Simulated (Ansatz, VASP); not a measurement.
**One calculation of CoSn, two programs**

```xyz
6
Lattice="5.2197 0.0000 0.0000 -2.6099 4.5204 0.0000 0.0000 0.0000 4.1685" Properties=species:S:1:pos:R:3 pbc="T T T"
Co   -1.2449    2.1563    0.0000
Co    1.3649    2.3641    0.0000
Co    2.4899    0.0000    0.0000
Sn    2.6099    1.5068    2.0842
Sn    0.0000    3.0136    2.0842
Sn    0.0000    0.0000    0.0000
```

Change from the starting cell: mode 4 (83.9 1/cm) frozen in, largest displacement -0.120 Å.

Alike in both runs: task single point; functional PBEsol; k mesh 12 × 12 × 12; occupations gaussian, width 0.15 eV; no spin polarisation.

|  | VASP | Ansatz |
| --- | --- | --- |
| version | VASP 6.6.1 | Ansatz 0.2.0 |
| potentials or method | VASP PAW PBE potentials, release 64 (Co, Sn_d), cutoff 520 eV | scalar-relativistic, plane waves, PAW |
| valence electrons in the cell | 69 | 93 |

Ansatz gave:

* gap on the k mesh at the Fermi level (eV): none
* pressure (GPa): 0.6
* traceless stress, the component that is largest in VASP (GPa): -1.00
* rms of the force components (eV/Å): 0.156

Estimate VASP's values.

gap on the k mesh at the Fermi level (eV): none; pressure (GPa): 0.5; traceless stress, the component that is largest in VASP (GPa): -1.06; rms of the force components (eV/Å): 0.159.

VASP's potentials were made for PBE, not for PBEsol. Atom by atom the forces differ by 0.003 eV/Å (rms over components). A gap of «none» marks a metal or a gap that the smearing closes. VASP's potentials hold 69 valence electrons a cell and Ansatz's 93, so a difference there can come from the potentials and not from the codes.
